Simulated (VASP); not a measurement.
# SiNi (Pmmn) in VASP: notebook

The runs below take SiNi through single point, with PBE, PBEsol.

Program: VASP 6.6.1. These are calculated values, not measurements. Logs are shortened: lines on timing, memory, paths and dates and some standing lists are left out, and cuts for length are marked.

### 1 The cell of the first run

Symmetry: Pmmn, No. 59, orthorhombic system. Conventional cell: a = 2.981 Å, b = 3.323 Å, c = 4.739 Å, α = 90.00°, β = 90.00°, γ = 90.00°. Ni (site symmetry mm2) has 6 Si at 2.37 to 2.40 Å and 6 Ni at 2.69 to 2.98 Å within 3.1 Å. Si (site symmetry mm2) has 6 Ni at 2.37 to 2.40 Å and 6 Si at 2.68 to 2.98 Å within 3.1 Å.

### 2 Single point, PBE, collinear spin, ferromagnetic start (volume scaled by 1.04)

INCAR

```
ALGO = Normal
EDIFF = 1E-6
ENCUT = 520
GGA = PE
ISIF = 2
ISMEAR = -1
ISPIN = 2
LASPH = True
LCHARG = False
LMAXMIX = 4
LORBIT = 11
LREAL = False
LWAVE = False
MAGMOM = 1 1 0 0
NBANDS = 26
NELM = 150
PREC = Accurate
SIGMA = 0.05
```

KPOINTS

```
k-points
0
Gamma
  9 8 6
```

POSCAR

```
SiNi
1.0
    2.9814957675      0.0000000000      0.0000000000
    0.0000000000      3.3234926684      0.0000000000
    0.0000000000      0.0000000000      4.7389991708
Ni Si
2 2
Direct
    0.5000000000      0.5000000000      0.3424955900
    0.0000000000      0.0000000000      0.6575044100
    0.5000000000      0.5000000000      0.8431431600
    0.0000000000      0.0000000000      0.1568568400
```

Potentials or basis: VASP PAW PBE potentials, release 64 (Ni, Si).

Launch:

```bash
> cat potpaw_PBE.64/Ni/POTCAR potpaw_PBE.64/Si/POTCAR > POTCAR
> mpirun -np 1 vasp_std > vasp.out
```

OUTCAR:

```text
EDIFF = 1E-6
   ENCUT = 520
   GGA = PE
   ISIF = 2
   ISMEAR = -1
   ISPIN = 2
   LASPH = True
   LORBIT = 11
   LREAL = False
   NELM = 150
   PREC = Accurate

 ion  position               nearest neighbor table
   1  0.500  0.500  0.342-   3 2.37   3 2.37   4 2.40   4 2.40   4 2.40   4 2.40   2 2.69   2 2.69
                             2 2.69   2 2.69
   2  0.000  0.000  0.658-   4 2.37   4 2.37   3 2.40   3 2.40   3 2.40   3 2.40   1 2.69   1 2.69
                             1 2.69   1 2.69
   3  0.500  0.500  0.843-   1 2.37   1 2.37   2 2.40   2 2.40   2 2.40   2 2.40   4 2.68   4 2.68
                             4 2.68   4 2.68
   4  0.000  0.000  0.157-   2 2.37   2 2.37   1 2.40   1 2.40   1 2.40   1 2.40   3 2.68   3 2.68
                             3 2.68   3 2.68

  LATTYP: Found a simple orthorhombic cell.
 ALAT       =     2.9814957675
 B/A-ratio  =     1.1147064855
 C/A-ratio  =     1.5894703667

  Lattice vectors:

 A1 = (   2.9814957675,   0.0000000000,   0.0000000000)
 A2 = (   0.0000000000,   3.3234926684,   0.0000000000)
 A3 = (   0.0000000000,   0.0000000000,   4.7389991708)

Analysis of symmetry for initial positions (statically):
=====================================================================
 Subroutine PRICEL returns:
 Original cell was already a primitive cell.

 Routine SETGRP: Setting up the symmetry group for a
 simple orthorhombic supercell.

 Subroutine GETGRP returns: Found  8 space group operations
 (whereof  4 operations were pure point group operations)
 out of a pool of  8 trial point group operations.

The static configuration has the point symmetry C_2v.
 The point group associated with its full space group is D_2h.

Analysis of symmetry for dynamics (positions and initial velocities):
=====================================================================
 Subroutine PRICEL returns:
 Original cell was already a primitive cell.

 Routine SETGRP: Setting up the symmetry group for a
 simple orthorhombic supercell.

 Subroutine GETGRP returns: Found  8 space group operations
 (whereof  4 operations were pure point group operations)
 out of a pool of  8 trial point group operations.

The dynamic configuration has the point symmetry C_2v.
 The point group associated with its full space group is D_2h.

Analysis of structural, dynamic, and magnetic symmetry:
=====================================================================
 Subroutine PRICEL returns:
 Original cell was already a primitive cell.

 Routine SETGRP: Setting up the symmetry group for a
 simple orthorhombic supercell.

 Subroutine GETGRP returns: Found  8 space group operations
 (whereof  4 operations were pure point group operations)
 out of a pool of  8 trial point group operations.

The overall configuration has the point symmetry C_2v.
 The point group associated with its full space group is D_2h.

 Subroutine INISYM returns: Found  8 space group operations
 (whereof  4 operations are pure point group operations),
 and found     1 'primitive' translations

----------------------------------------------------------------------------------------

                                     Primitive cell

  volume of cell :      46.9586

  direct lattice vectors                    reciprocal lattice vectors
     2.981495767  0.000000000  0.000000000     0.335402120  0.000000000  0.000000000
     0.000000000  3.323492668  0.000000000     0.000000000  0.300888282  0.000000000
     0.000000000  0.000000000  4.738999171     0.000000000  0.000000000  0.211015019

  length of vectors
     2.981495767  3.323492668  4.738999171     0.335402120  0.300888282  0.211015019

  position of ions in fractional coordinates (direct lattice)
     0.500000000  0.500000000  0.342495590
     0.000000000  0.000000000  0.657504410
     0.500000000  0.500000000  0.843143160
     0.000000000  0.000000000  0.156856840

  ion indices of the primitive-cell ions
   primitive index   ion index
                 1           1
                 2           2
                 3           3
                 4           4

----------------------------------------------------------------------------------------

 KPOINTS: k-points

Automatic generation of k-mesh.
 Grid dimensions read from file:
 generate k-points for:    9    8    6

 Generating k-lattice:

  Cartesian coordinates                     Fractional coordinates (reciprocal lattice)
     0.037266902  0.000000000  0.000000000     0.111111111  0.000000000  0.000000000
     0.000000000  0.037611035  0.000000000     0.000000000  0.125000000  0.000000000
     0.000000000  0.000000000  0.035169170     0.000000000  0.000000000  0.166666667

  Length of vectors
     0.037266902  0.037611035  0.035169170

  Shift w.r.t. Gamma in fractional coordinates (k-lattice)
     0.000000000  0.000000000  0.000000000

 Subroutine IBZKPT returns following result:
 ===========================================

 Found    100 irreducible k-points:

 Following reciprocal coordinates:
            Coordinates               Weight
  0.000000  0.000000  0.000000      1.000000
  0.111111  0.000000  0.000000      2.000000
  0.222222  0.000000  0.000000      2.000000
  0.333333  0.000000  0.000000      2.000000
  0.444444  0.000000  0.000000      2.000000
  0.000000  0.125000  0.000000      2.000000
[... 16 lines left out ...]
  0.222222  0.500000  0.000000      2.000000
  0.333333  0.500000  0.000000      2.000000
 [... further k-points ...]
   k-points           NKPTS =    100   k-points in BZ     NKDIM =    100   number of bands    NBANDS=     26
   number of dos      NEDOS =    301   number of ions     NIONS =      4
   total plane-waves  NPLWV =  24192
   dimension x,y,z NGX =    24 NGY =   28 NGZ =   36
   dimension x,y,z NGXF=    48 NGYF=   56 NGZF=   72
   ions per type =               2   2
   NGX,Y,Z   is equivalent  to a cutoff of  13.38, 14.01, 12.63 a.u.
   NGXF,Y,Z  is equivalent  to a cutoff of  26.76, 28.01, 25.26 a.u.
 SYSTEM =  unknown system
   PREC   = accura    normal or accurate (medium, high low for compatibility)
   ISTART =      0    job   : 0-new  1-cont  2-samecut
   ICHARG =      2    charge: 1-file 2-atom 10-const
   ISPIN  =      2    spin polarized calculation?
   LNONCOLLINEAR =      F non collinear calculations
   LSORBIT =      F    spin-orbit coupling
   LASPH  =      T    aspherical Exc in radial PAW
   ENCUT  =  520.0 eV  38.22 Ry    6.18 a.u.   5.54  6.18  8.81*2*pi/ulx,y,z
   NELM   =    150;   NELMIN=  2; NELMDL= -5     # of ELM steps
   EDIFF  = 0.1E-05   stopping-criterion for ELM
   LREAL  =      F    real-space projection
   EDIFFG = 0.1E-04   stopping-criterion for IOM
   NSW    =      0    number of steps for IOM
   IBRION =     -1    ionic relax: 0-MD 1-quasi-New 2-CG
   NFREE  =      0    steps in history (QN), initial steepest desc. (CG)
   ISIF   =      2    stress and relaxation
   ISYM   =      2    0-nonsym 1-usesym 2-fastsym
   POTIM  = 0.5000    time-step for ionic-motion
   TEBEG  =    0.0;   TEEND  =   0.0 temperature during run
   PSTRESS=    0.0 pullay stress
   NELECT =      28.0000    total number of electrons
   NUPDOWN=      -1.0000    fix difference up-down
   EMIN   =  10.00;   EMAX   =-10.00  energy-range for DOS
   EFERMI =   0.00;   METHOD = LEGACY
   ISMEAR =    -1;   SIGMA  =   0.05  broadening in eV -4-tet -1-fermi 0-gaus
   EFERMI_NEDOS =   21; number of points for ismear=-14 and -15
   IALGO  =     38    algorithm
   IMIX   =      4    mixing-type and parameters
     AMIX     =   0.40;   BMIX     =  1.00
     AMIX_MAG =   1.60;   BMIX_MAG =  1.00
  volume/ion in A,a.u.               =      11.74        79.22
  Fermi-wavevector in a.u.,A,eV,Ry     =   1.377915  2.603881 25.832686  1.898649
  Thomas-Fermi vector in A             =   2.503024
   LORBIT       =     11    0 simple, 1 ext, 2 COOP (PROOUT), +10 PAW based schemes
   GGA     = PE    functional components
   LHFCALC =     F    Hartree Fock is set to
   AEXX    =    0.0000 exact exchange contribution
   IVDW    =     0    specifies the selected vdW correction
   LEPSILON=     F    determine dielectric tensor
   LRPA    =     F    only Hartree local field effects (RPA)
 spin polarized calculation
  energy-cutoff  :      520.00
  volume of cell :       46.96
 maximum number of plane-waves:      1287
 NGX is ok and might be reduce to    24
   NGX = 11   NGY = 13   NGZ = 17

 number of electron      27.9999991 magnetization      -0.0001222

 number of electron      27.9999991 magnetization       0.0000149

 Free energy of the ion-electron system (eV)
  ---------------------------------------------------
  ext. energy  EPLUGINS =         0.00000000
  ---------------------------------------------------
  free energy    TOTEN  =       -23.61949722 eV

  energy without entropy =      -23.61073370  energy(sigma->0) =      -23.61511546

 E-fermi :  11.1552     XC(G=0): -12.4135

 val. band max:       11.1098389616   @ k =   0.4444   0.3750   0.5000
 cond. band min:      11.1890327671   @ k =   0.4444   0.5000   0.3333
 fundamental gap:      0.0791938055
 Fermi energy:        11.1552010373

 spin component 1

 k-point     1 :       0.0000    0.0000    0.0000
  band No.  band energies     occupation
      1      -2.6362      1.00000
      2       3.0388      1.00000
      3       4.7225      1.00000
      4       7.0978      1.00000
      5       7.5324      1.00000
      6       8.3098      1.00000
[... 18 lines left out ...]
     25      24.4211      0.00000
     26      24.5853      0.00000

 k-point     2 :       0.1111    0.0000    0.0000
  band No.  band energies     occupation
      1      -2.4339      1.00000
      2       3.1916      1.00000
      3       4.8848      1.00000
      4       7.0361      1.00000
      5       7.6115      1.00000
      6       8.1400      1.00000
[... 18 lines left out ...]
     25      22.6404      0.00000
[... 608 lines left out ...]
     25      26.0701      0.00000
     26      26.0701      0.00000

 k-point    24 :       0.3333    0.5000    0.0000
  band No.  band energies     occupation
      1       2.0192      1.00000
      2       2.0192      1.00000
      3       5.7950      1.00000
      4       5.7950      1.00000
      5       7.3300      1.00000
      6       7.3300      1.00000
[... 18 lines left out ...]
     25      27.8368      0.00000
     26      27.8368      0.00000

 [... further k-points ...]

 spin component 2

 k-point     1 :       0.0000    0.0000    0.0000
  band No.  band energies     occupation
      1      -2.6362      1.00000
      2       3.0388      1.00000
      3       4.7225      1.00000
      4       7.0978      1.00000
      5       7.5324      1.00000
      6       8.3098      1.00000
[... 18 lines left out ...]
     25      24.4211      0.00000
     26      24.5853      0.00000

 k-point     2 :       0.1111    0.0000    0.0000
  band No.  band energies     occupation
      1      -2.4339      1.00000
      2       3.1916      1.00000
      3       4.8848      1.00000
      4       7.0361      1.00000
      5       7.6115      1.00000
      6       8.1400      1.00000
[... 18 lines left out ...]
     25      22.6404      0.00000
[... 608 lines left out ...]
     25      26.0701      0.00000
     26      26.0701      0.00000

 k-point    24 :       0.3333    0.5000    0.0000
  band No.  band energies     occupation
      1       2.0192      1.00000
      2       2.0192      1.00000
      3       5.7950      1.00000
      4       5.7950      1.00000
      5       7.3300      1.00000
      6       7.3300      1.00000
[... 18 lines left out ...]
     25      27.8367      0.00000
     26      27.8367      0.00000

 [... further k-points ...]
[... 5 lines left out ...]
  --------------------------------------------------------------------------------------
  -------------------------------------------------------------------------------------
  Total        0.0016000     -0.0894268     -0.6588503      0.0000000      0.0000000      0.0000000
  in kB        0.0545914     -3.0511445    -22.4792486      0.0000000      0.0000000      0.0000000
  external PRESSURE =      -8.4919339 kB  Pullay stress =       0.0000000 kB

 VOLUME and BASIS-vectors are now :
 -----------------------------------------------------------------------------
  energy-cutoff  :      520.00
  volume of cell :       46.96
      direct lattice vectors                 reciprocal lattice vectors
     2.981495767  0.000000000  0.000000000     0.335402120  0.000000000  0.000000000
     0.000000000  3.323492668  0.000000000     0.000000000  0.300888282  0.000000000
     0.000000000  0.000000000  4.738999171     0.000000000  0.000000000  0.211015019

 POSITION                                       TOTAL-FORCE (eV/Angst)
 -----------------------------------------------------------------------------------
      1.49075      1.66175      1.62309         0.000000      0.000000     -0.047286
      0.00000      0.00000      3.11591         0.000000      0.000000      0.047286
      1.49075      1.66175      3.99565         0.000000      0.000000     -0.049309
      0.00000      0.00000      0.74334         0.000000      0.000000      0.049309
 -----------------------------------------------------------------------------------
    total drift:                                0.000000      0.000000     -0.000000

  FREE ENERGIE OF THE ION-ELECTRON SYSTEM (eV)
  ---------------------------------------------------
  free  energy   TOTEN  =       -23.6194972201 eV

  energy  without entropy=      -23.6107337047  energy(sigma->0) =      -23.61511546

 total charge

# of ion       s       p       d       tot
------------------------------------------
    1        0.467   0.583   8.456   9.505
    2        0.467   0.583   8.456   9.505
    3        0.749   0.845   0.000   1.595
    4        0.749   0.845   0.000   1.595
--------------------------------------------------
tot          2.432   2.856  16.912  22.200

 magnetization (x)

# of ion       s       p       d       tot
------------------------------------------
    1       -0.000  -0.000  -0.000  -0.000
    2       -0.000  -0.000  -0.000  -0.000
    3       -0.000   0.000   0.000  -0.000
    4       -0.000   0.000   0.000  -0.000
--------------------------------------------------
tot         -0.000   0.000  -0.000  -0.000
```

Run time: 95 s. Hardware: 1 thread of Intel Xeon 6975P-C (Granite Rapids), shared host; peak memory 0.3 GiB.

Results:

```yaml
Free_energy: -23.6195 eV
Pressure: -0.8 GPa
Largest_force: 0.049 eV/Å
Band_gap_on_the_k_mesh: zero (filled and empty bands overlap)
Net_moment: 0.00 μB per cell
Valence_electrons_inside_the_program's_atomic_spheres: Ni 9.51; Si 1.59
```

Forces on the atoms (eV/Å):
```
Ni   0.000  0.000 -0.047
Ni   0.000  0.000  0.047
Si   0.000  0.000 -0.049
Si   0.000  0.000  0.049
```

Stress tensor (GPa, compression positive):
```
 0.01  0.00  0.00
 0.00 -0.31  0.00
 0.00  0.00 -2.25
```

Levels at points of the mesh, in eV from the Fermi level:
Spin up:
| k point | band 10 | band 11 | band 12 | band 13 | band 14 | band 15 | band 16 | band 17 | band 18 | band 19 |
| --- | --- | --- | --- | --- | --- | --- | --- | --- | --- | --- |
| (0.00, 0.00, 0.00) | -2.57 | -2.22 | -1.93 | -1.92 | -1.29 | 1.22 | 2.58 | 5.01 | 5.44 | 7.02 |
| (0.00, 0.50, 0.00) | -2.64 | -2.15 | -2.15 | -2.10 | -2.10 | 1.09 | 1.09 | 4.85 | 4.85 | 7.72 |
| (0.00, 0.00, 0.50) | -2.65 | -2.56 | -1.97 | 1.05 | 1.61 | 1.96 | 2.34 | 2.80 | 3.45 | 4.43 |
| (0.00, 0.50, 0.50) | -2.43 | -1.97 | -1.97 | -1.94 | -1.94 | 5.10 | 5.10 | 5.25 | 5.25 | 7.02 |
Spin down:
| k point | band 11 | band 12 | band 13 | band 14 | band 15 | band 16 | band 17 | band 18 |
| --- | --- | --- | --- | --- | --- | --- | --- | --- |
| (0.00, 0.00, 0.00) | -2.22 | -1.93 | -1.92 | -1.29 | 1.22 | 2.58 | 5.01 | 5.44 |
| (0.00, 0.50, 0.00) | -2.15 | -2.15 | -2.10 | -2.10 | 1.09 | 1.09 | 4.85 | 4.85 |
| (0.00, 0.00, 0.50) | -2.56 | -1.97 | 1.05 | 1.61 | 1.96 | 2.34 | 2.80 | 3.45 |
| (0.00, 0.50, 0.50) | -1.97 | -1.97 | -1.94 | -1.94 | 5.10 | 5.10 | 5.25 | 5.25 |

### 3 Single point, PBE, collinear spin, ferromagnetic start (volume scaled by 1.06)

INCAR

```
SYSTEM = SiNi
PREC = Accurate
ENCUT = 520
EDIFF = 1E-7
ISMEAR = -1
SIGMA = 0.05
LREAL = .FALSE.
LASPH = .TRUE.
NELM = 150
ALGO = Normal
ISIF = 2
LWAVE = .FALSE.
LCHARG = .TRUE.
ISPIN = 2
MAGMOM = 1 1 0 0
LORBIT = 11
LMAXMIX = 4
GGA = PE
LELF = .TRUE.
LVHAR = .TRUE.
NBANDS = 26
```

KPOINTS

```
Automatic mesh
0
G
  9 8 6
  0 0 0
```

POSCAR

```
SiNi
1.0
    3.0004866984      0.0000000000      0.0000000000
    0.0000000000      3.3446619823      0.0000000000
    0.0000000000      0.0000000000      4.7691846927
Ni Si
2 2
Direct
    0.5000000000      0.5000000000      0.3424955900
    0.0000000000      0.0000000000      0.6575044100
    0.5000000000      0.5000000000      0.8431431600
    0.0000000000      0.0000000000      0.1568568400
```

Potentials or basis: VASP PAW PBE potentials, release 64 (Ni, Si).

Launch:

```bash
> cat potpaw_PBE.64/Ni/POTCAR potpaw_PBE.64/Si/POTCAR > POTCAR
> mpirun -np 1 vasp_std > vasp.out
```

Run time: 1.8 min. Hardware: 1 thread of Intel Xeon 6975P-C (Granite Rapids), shared host; peak memory 0.3 GiB.

Results (log left out):

```
Free energy                                           : -23.6053 eV
Pressure                                              : -4.1 GPa
Largest force                                         : 0.097 eV/Å
Band gap on the k mesh                                : zero (filled and empty bands overlap)
Net moment                                            : 0.00 μB per cell
Valence electrons inside the program's atomic spheres : Ni 9.47; Si 1.58
```

Forces on the atoms (eV/Å):
```
Ni   0.000  0.000 -0.097
Ni   0.000  0.000  0.097
Si   0.000  0.000 -0.082
Si   0.000  0.000  0.082
```

Stress tensor (GPa, compression positive):
```
-2.80  0.00  0.00
 0.00 -3.47  0.00
 0.00  0.00 -6.03
```

Levels at points of the mesh, in eV from the Fermi level:
Spin up:
| k point | band 12 | band 13 | band 14 | band 15 | band 16 | band 17 |
| --- | --- | --- | --- | --- | --- | --- |
| (0.00, 0.00, 0.00) | -1.87 | -1.87 | -1.26 | 1.21 | 2.50 | 4.92 |
| (0.00, 0.50, 0.00) | -2.09 | -2.04 | -2.04 | 1.06 | 1.06 | 4.77 |
| (0.00, 0.00, 0.50) | -1.92 | 1.03 | 1.61 | 1.89 | 2.33 | 2.75 |
| (0.00, 0.50, 0.50) | -1.91 | -1.88 | -1.88 | 5.03 | 5.03 | 5.17 |
Spin down:
```
           k point  band 12  band 13  band 14  band 15  band 16  band 17
(0.00, 0.00, 0.00)    -1.87    -1.87    -1.26     1.21     2.50     4.92
(0.00, 0.50, 0.00)    -2.09    -2.04    -2.04     1.06     1.06     4.77
(0.00, 0.00, 0.50)    -1.92     1.03     1.61     1.89     2.33     2.75
(0.00, 0.50, 0.50)    -1.91    -1.88    -1.88     5.03     5.03     5.17
```

[end of part 1 of 2]
